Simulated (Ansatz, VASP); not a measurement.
# ZnSe: VASP beside Ansatz

INCAR

```
SYSTEM = ZnSe
ALGO = Normal
EDIFF = 1E-7
ENCUT = 520
ISIF = 2
ISMEAR = 0
LASPH = .TRUE.
LCHARG = .TRUE.
LELF = .TRUE.
LREAL = .FALSE.
LVHAR = .TRUE.
LWAVE = .FALSE.
NBANDS = 16
NELM = 80
PREC = Accurate
SIGMA = 0.05
```

Contents of KPOINTS:

```
k-points
0
G
  10 10 10
  0 0 0
```

File POSCAR:

```
ZnSe
1.0
    0.0000000000      3.0100032112      2.8329441988
    2.8329441988      0.0000000000      2.8329441988
    2.8329441988      3.0100032112      0.0000000000
Zn Se
1 1
Direct
    0.0000000000      0.0000000000      0.0000000000
    0.7500000000      0.7500000000      0.7500000000
```

Input for Ansatz:

```yaml
crystal:
  lattice:
    - [0.0, 3.0100032112, 2.8329441988]
    - [2.8329441988, 0.0, 2.8329441988]
    - [2.8329441988, 3.0100032112, 0.0]
  atoms:
    - { symbol: Zn, position: [0.0, 0.0, 0.0] }
    - { symbol: Se, position: [0.75, 0.75, 0.75] }
basis:
  ecutwfc: 520.0
kpoints:
  mp_grid: { grid: [10, 10, 10] }
hamiltonian:
  xc: lda
  pseudopotentials: { kind: paw, azcp: { folder: soft_1 } }
scf:
  occupations: { method: gaussian, width: 0.05 }
output:
  forces: true
  stress: true
  eigenvalues: true
```

Alike in both runs: task single point; functional LDA; k mesh 10 × 10 × 10; occupations gaussian, width 0.05 eV; no spin polarisation.

```csv
,VASP,Ansatz
version,VASP 6.6.1,Ansatz 0.2.0
potentials or method,"VASP PAW LDA potentials, release 64 (Zn, Se), cutoff 520 eV","scalar-relativistic, plane waves, PAW"
valence electrons in the cell,18,28
```

|  | VASP | Ansatz | Ansatz less VASP |
| --- | --- | --- | --- |
| gap on the k mesh at the Fermi level (eV) | 0.74 | 0.70 | -0.036 |
| least direct gap on the mesh (eV) | 0.74 | 0.70 | -0.036 |
| pressure (GPa) | -6.1 | -6.3 | -0.24 |
| traceless stress, the component that is largest in VASP (GPa) | -1.77 | -1.78 | -0.010 |

Ansatz warns that its potentials were made for another functional, while VASP's fit it. LDA's correlation is that of Perdew and Zunger in VASP and of Perdew and Wang (1992) in Ansatz. VASP's potentials hold 18 valence electrons a cell and Ansatz's 28, so a difference there can come from the potentials and not from the codes.
